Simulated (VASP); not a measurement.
Here is a VASP 6.6.1 calculation.

Contents of INCAR:

```
SYSTEM = Cu
PREC = Accurate
ENCUT = 600
EDIFF = 1E-6
ISMEAR = 0
SIGMA = 0.016
LREAL = .False.
LASPH = .True.
NELM = 120
ALGO = Normal
ISIF = 2
LWAVE = .False.
LCHARG = .False.
GGA = PE
NBANDS = 12
GGA_COMPAT = .False.
```

File KPOINTS:

```
Automatic mesh
0
Gamma
  13 13 13
  0 0 0
```

The input POSCAR:

```
Cu
1.0
    0.0000000000      1.8075000000      1.8075000000
    1.8075000000      0.0000000000      1.8075000000
    1.8075000000      1.8075000000      0.0000000000
Cu
1
Direct
    0.0000000000      0.0000000000      0.0000000000
```

Potentials or basis: VASP PAW PBE potentials, release 64 (Cu).

The run is started by

```console
$ cat potpaw_PBE.64/Cu/POTCAR > POTCAR
$ mpirun -np 1 vasp_std > vasp.out
```

Problem. Predict the pressure.

Solution. 2.3 GPa.
